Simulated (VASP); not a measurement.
# TaN (R-3m) in VASP: single point with r2SCAN

Aim: the single point of TaN with r2SCAN.

Program: VASP 6.6.1. These are calculated values, not measurements. Logs are shortened: lines on timing, memory, paths and dates and some standing lists are left out, and cuts for length are marked.

### 1 The cell of the first run

The structure is trigonal, space group R-3m (No. 166). The conventional cell has a = 3.686 Å, b = 3.686 Å, c = 5.417 Å, α = 90.00°, β = 90.00°, γ = 120.00°. Within 3.1 Å of Ta (site symmetry -3m) lie 8 N at 2.31 to 2.71 Å and 6 Ta at 2.79 Å. Within 3.1 Å of N (site symmetry -3m) lie 8 Ta at 2.31 to 2.71 Å and 6 N at 2.79 Å.

### 2 Single point, r2SCAN

File POSCAR:

```
TaN
1.0
   -0.6950221102      1.9113108030      1.9113108030
    1.9113108030     -0.6950221102      1.9113108030
    1.9113108030      1.9113108030     -0.6950221102
Ta N
1 1
Direct
    0.5000000000      0.5000000000      0.5000000000
    0.0000000000      0.0000000000      0.0000000000
```

File INCAR.step1:

```
SYSTEM = TaN
ALGO = Normal ; EDIFF = 1E-4
ENCUT = 520 ; GGA = PE
ISMEAR = 0 ; LASPH = .TRUE.
LCHARG = .FALSE. ; LREAL = .FALSE.
LWAVE = .TRUE. ; NBANDS = 15
NELM = 60 ; PREC = Accurate
SIGMA = 0.15
```

File INCAR.step2:

```
SYSTEM = TaN
ALGO = Normal ; EDIFF = 1E-7
ENCUT = 520 ; ISIF = 2
ISMEAR = 0 ; ISTART = 1
LASPH = .TRUE. ; LCHARG = .TRUE.
LELF = .TRUE. ; LMIXTAU = .TRUE.
LREAL = .FALSE. ; LVHAR = .TRUE.
LWAVE = .FALSE. ; METAGGA = R2SCAN
NBANDS = 15 ; NELM = 60
PREC = Accurate ; SIGMA = 0.15
```

File KPOINTS:

```
k-points
0
G
  26 26 26
  0 0 0
```

Potentials or basis: VASP PAW PBE potentials, release 64 (Ta_pv, N).

The run is started by

```sh
$ cat potpaw_PBE.64/Ta_pv/POTCAR potpaw_PBE.64/N/POTCAR > POTCAR
$ cp INCAR.step1 INCAR
$ mpirun -np 1 vasp_std > vasp.out
$ cp INCAR.step2 INCAR
$ mpirun -np 1 vasp_std > vasp.out
```

OUTCAR:

```text
SYSTEM = TaN
   EDIFF = 1E-7
   ENCUT = 520
   ISIF = 2
   ISMEAR = 0
   ISTART = 1
   LASPH = .TRUE.
   LREAL = .FALSE.
   METAGGA = R2SCAN
   NELM = 60
   PREC = Accurate

 ion  position               nearest neighbor table
   1  0.500  0.500  0.500-   2 2.31   2 2.31   2 2.31   2 2.31   2 2.31   2 2.31
   2  0.000  0.000  0.000-   1 2.31   1 2.31   1 2.31   1 2.31   1 2.31   1 2.31

  LATTYP: Found a trigonal (rhomboedric) cell.
 ALAT       =     2.7909270333
 COS(alpha) =     0.1279069767

  Lattice vectors:

 A1 = (  -0.6950221102,   1.9113108030,   1.9113108030)
 A2 = (   1.9113108030,  -0.6950221102,   1.9113108030)
 A3 = (   1.9113108030,   1.9113108030,  -0.6950221102)

Analysis of symmetry for initial positions (statically):
=====================================================================
 Subroutine PRICEL returns:
 Original cell was already a primitive cell.

 Routine SETGRP: Setting up the symmetry group for a
 trigonal (rhombohedral) supercell.

 Subroutine GETGRP returns: Found 12 space group operations
 (whereof 12 operations were pure point group operations)
 out of a pool of 12 trial point group operations.

The static configuration has the point symmetry D_3d.

Analysis of symmetry for dynamics (positions and initial velocities):
=====================================================================
 Subroutine PRICEL returns:
 Original cell was already a primitive cell.

 Routine SETGRP: Setting up the symmetry group for a
 trigonal (rhombohedral) supercell.

 Subroutine GETGRP returns: Found 12 space group operations
 (whereof 12 operations were pure point group operations)
 out of a pool of 12 trial point group operations.

The dynamic configuration has the point symmetry D_3d.

 Subroutine INISYM returns: Found 12 space group operations
 (whereof 12 operations are pure point group operations),
 and found     1 'primitive' translations

----------------------------------------------------------------------------------------

                                     Primitive cell

  volume of cell :      21.2457

  direct lattice vectors                    reciprocal lattice vectors
    -0.695022110  1.911310803  1.911310803    -0.149209215  0.234471624  0.234471624
     1.911310803 -0.695022110  1.911310803     0.234471624 -0.149209215  0.234471624
     1.911310803  1.911310803 -0.695022110     0.234471624  0.234471624 -0.149209215

  length of vectors
     2.790927033  2.790927033  2.790927033     0.363616934  0.363616934  0.363616934

  position of ions in fractional coordinates (direct lattice)
     0.500000000  0.500000000  0.500000000
     0.000000000  0.000000000  0.000000000

  ion indices of the primitive-cell ions
   primitive index   ion index
                 1           1
                 2           2

----------------------------------------------------------------------------------------

 KPOINTS: k-points

Automatic generation of k-mesh.
 Grid dimensions read from file:
 generate k-points for:   26   26   26

 Generating k-lattice:

  Cartesian coordinates                     Fractional coordinates (reciprocal lattice)
    -0.005738816  0.009018139  0.009018139     0.038461538  0.000000000  0.000000000
     0.009018139 -0.005738816  0.009018139     0.000000000  0.038461538  0.000000000
     0.009018139  0.009018139 -0.005738816     0.000000000  0.000000000  0.038461538

  Length of vectors
     0.013985267  0.013985267  0.013985267

  Shift w.r.t. Gamma in fractional coordinates (k-lattice)
     0.000000000  0.000000000  0.000000000

 Subroutine IBZKPT returns following result:
 ===========================================

 Found   1652 irreducible k-points:

 Following reciprocal coordinates:
            Coordinates               Weight
  0.000000  0.000000  0.000000      1.000000
  0.038462  0.000000  0.000000      6.000000
  0.076923  0.000000  0.000000      6.000000
  0.115385  0.000000  0.000000      6.000000
  0.153846  0.000000  0.000000      6.000000
  0.192308  0.000000  0.000000      6.000000
[... 16 lines left out ...]
  0.346154  0.038462 -0.000000     12.000000
  0.384615  0.038462  0.000000     12.000000
 [... further k-points ...]
   k-points           NKPTS =   1652   k-points in BZ     NKDIM =   1652   number of bands    NBANDS=     15
   number of dos      NEDOS =    301   number of ions     NIONS =      2
   total plane-waves  NPLWV =  13824
   dimension x,y,z NGX =    24 NGY =   24 NGZ =   24
   dimension x,y,z NGXF=    48 NGYF=   48 NGZF=   48
   ions per type =               1   1
   NGX,Y,Z   is equivalent  to a cutoff of  14.30, 14.30, 14.30 a.u.
   NGXF,Y,Z  is equivalent  to a cutoff of  28.59, 28.59, 28.59 a.u.
 SYSTEM =  TaN
   PREC   = accura    normal or accurate (medium, high low for compatibility)
   ISTART =      1    job   : 0-new  1-cont  2-samecut
   ICHARG =      0    charge: 1-file 2-atom 10-const
   ISPIN  =      1    spin polarized calculation?
   LNONCOLLINEAR =      F non collinear calculations
   LSORBIT =      F    spin-orbit coupling
   LASPH  =      T    aspherical Exc in radial PAW
   ENCUT  =  520.0 eV  38.22 Ry    6.18 a.u.   5.19  5.19  5.19*2*pi/ulx,y,z
   NELM   =     60;   NELMIN=  2; NELMDL=  0     # of ELM steps
   EDIFF  = 0.1E-06   stopping-criterion for ELM
   LREAL  =      F    real-space projection
   EDIFFG = 0.1E-05   stopping-criterion for IOM
   NSW    =      0    number of steps for IOM
   IBRION =     -1    ionic relax: 0-MD 1-quasi-New 2-CG
   NFREE  =      0    steps in history (QN), initial steepest desc. (CG)
   ISIF   =      2    stress and relaxation
   ISYM   =      2    0-nonsym 1-usesym 2-fastsym
   POTIM  = 0.5000    time-step for ionic-motion
   TEBEG  =    0.0;   TEEND  =   0.0 temperature during run
   PSTRESS=    0.0 pullay stress
   NELECT =      16.0000    total number of electrons
   NUPDOWN=      -1.0000    fix difference up-down
   EMIN   =  10.00;   EMAX   =-10.00  energy-range for DOS
   EFERMI =   0.00;   METHOD = LEGACY
   ISMEAR =     0;   SIGMA  =   0.15  broadening in eV -4-tet -1-fermi 0-gaus
   EFERMI_NEDOS =   21; number of points for ismear=-14 and -15
   IALGO  =     38    algorithm
   IMIX   =      4    mixing-type and parameters
     AMIX     =   0.40;   BMIX     =  1.00
     AMIX_MAG =   1.60;   BMIX_MAG =  1.00
  volume/ion in A,a.u.               =      10.62        71.69
  Fermi-wavevector in a.u.,A,eV,Ry     =   1.489445  2.814643 30.183803  2.218447
  Thomas-Fermi vector in A             =   2.602353
   LORBIT       =      0    0 simple, 1 ext, 2 COOP (PROOUT), +10 PAW based schemes
   METAGGA = R2SCAN    functional components
   LHFCALC =     F    Hartree Fock is set to
   AEXX    =    0.0000 exact exchange contribution
   IVDW    =     0    specifies the selected vdW correction
   LEPSILON=     F    determine dielectric tensor
   LRPA    =     F    only Hartree local field effects (RPA)
 non-spin polarized calculation
 Gauss-broadening in eV      SIGMA  =   0.15
  energy-cutoff  :      520.00
  volume of cell :       21.25
 maximum number of plane-waves:       583
 NGX is ok and might be reduce to    24
   NGX = 11   NGY = 11   NGZ = 11

 number of electron      16.0000001 magnetization

 Free energy of the ion-electron system (eV)
  ---------------------------------------------------
  ext. energy  EPLUGINS =         0.00000000
  ---------------------------------------------------
  free energy    TOTEN  =       -58.62790748 eV

  energy without entropy =      -58.62330634  energy(sigma->0) =      -58.62560691

 E-fermi :   8.6959     XC(G=0): -14.4959

 val. band max:        8.6921864114   @ k =   0.5000   0.1923   0.1538
 cond. band min:       8.6970240700   @ k =   0.3846   0.1923   0.1538
 fundamental gap:      0.0048376587
 Fermi energy:         8.6959223100

 k-point     1 :       0.0000    0.0000    0.0000
  band No.  band energies     occupation
      1     -27.6126      2.00000
      2     -27.6126      2.00000
      3     -27.5687      2.00000
      4     -10.1075      2.00000
      5       4.3173      2.00000
      6       4.3173      2.00000
      7       5.9714      2.00000
      8       5.9714      2.00000
      9       6.5226      2.00000
     10      10.0808      0.00000
     11      12.2302      0.00000
     12      12.2303      0.00000
     13      14.6237      0.00000
     14      19.2310      0.00000
     15      26.0323      0.00000

 k-point     2 :       0.0385    0.0000    0.0000
  band No.  band energies     occupation
      1     -27.6257      2.00000
      2     -27.6111      2.00000
      3     -27.5729      2.00000
      4     -10.0767      2.00000
      5       4.2544      2.00000
      6       4.3153      2.00000
      7       5.9355      2.00000
      8       5.9746      2.00000
      9       6.4988      2.00000
     10      10.1719      0.00000
     11      12.2707      0.00000
     12      12.2943      0.00000
     13      14.6238      0.00000
     14      19.2310      0.00000
     15      26.0038      0.00000

 k-point     3 :       0.0769    0.0000    0.0000
  band No.  band energies     occupation
      1     -27.6739      2.00000
      2     -27.6064      2.00000
      3     -27.5755      2.00000
      4      -9.9857      2.00000
      5       4.0369      2.00000
      6       4.3038      2.00000
      7       5.8414      2.00000
      8       6.0152      2.00000
      9       6.4631      2.00000
     10      10.4030      0.00000
     11      12.3885      0.00000
     12      12.4778      0.00000
     13      14.6336      0.00000
     14      19.2310      0.00000
     15      25.8918      0.00000
[... 343 lines left out ...]
 k-point    23 :       0.3462    0.0385   -0.0000
  band No.  band energies     occupation
      1     -28.5212      2.00000
      2     -27.5375      2.00000
      3     -27.5244      2.00000
      4      -8.2422      2.00000
      5       0.1421      2.00000
      6       3.2324      2.00000
      7       5.3698      2.00000
      8       5.9384      2.00000
      9      10.1734      0.00000
     10      11.9254      0.00000
     11      13.7421      0.00000
     12      14.9270      0.00000
     13      16.2864      0.00000
     14      19.2300      0.00000
     15      21.1425      0.00000

 k-point    24 :       0.3846    0.0385    0.0000
  band No.  band energies     occupation
      1     -28.6210      2.00000
      2     -27.5294      2.00000
      3     -27.5160      2.00000
      4      -7.9597      2.00000
      5      -0.3393      2.00000
      6       3.0466      2.00000
      7       5.2782      2.00000
      8       6.0501      2.00000
      9      10.4834      0.00000
     10      12.5104      0.00000
     11      14.0249      0.00000
     12      15.2415      0.00000
     13      16.5332      0.00000
     14      19.2293      0.00000
     15      20.5794      0.00000

 [... further k-points ...]

------------------------ aborting loop because EDIFF is reached ----------------------------------------

  FORCE on cell =-STRESS in cart. coord.  units (eV):
  Direction    XX          YY          ZZ          XY          YZ          ZX
  --------------------------------------------------------------------------------------
  -------------------------------------------------------------------------------------
  Total       -0.6059790     -0.6059790     -0.6059790      0.0104729      0.0104729      0.0104729
  in kB      -45.6980025    -45.6980025    -45.6980025      0.7897843      0.7897843      0.7897843
  external PRESSURE =     -45.6980025 kB  Pullay stress =       0.0000000 kB

 VOLUME and BASIS-vectors are now :
 -----------------------------------------------------------------------------
  energy-cutoff  :      520.00
  volume of cell :       21.25
      direct lattice vectors                 reciprocal lattice vectors
    -0.695022110  1.911310803  1.911310803    -0.149209215  0.234471624  0.234471624
     1.911310803 -0.695022110  1.911310803     0.234471624 -0.149209215  0.234471624
     1.911310803  1.911310803 -0.695022110     0.234471624  0.234471624 -0.149209215

 POSITION                                       TOTAL-FORCE (eV/Angst)
 -----------------------------------------------------------------------------------
      1.56380      1.56380      1.56380        -0.000000     -0.000000     -0.000000
      0.00000      0.00000      0.00000         0.000000      0.000000      0.000000
 -----------------------------------------------------------------------------------
    total drift:                               -0.000000     -0.000000      0.000000

  FREE ENERGIE OF THE ION-ELECTRON SYSTEM (eV)
  ---------------------------------------------------
  free  energy   TOTEN  =       -58.6279074808 eV

  energy  without entropy=      -58.6233063382  energy(sigma->0) =      -58.62560691
```

It took 28 min on 1 thread of Intel Xeon 8259CL, shared host; peak memory 0.6 GiB.

Results:

```
Free energy            : -58.6279 eV
Pressure               : -4.6 GPa
Band gap on the k mesh : zero (bands 8 and 9 overlap by 7.79 eV)
```

Stress tensor (GPa, compression positive):
```
-4.57  0.08  0.08
 0.08 -4.57  0.08
 0.08  0.08 -4.57
```

Caveat: the cell stands under tension; the PAW data sets were made with another functional, which shifts forces and pressure a little; spin-orbit coupling is left out, which moves the levels of the heavy elements.
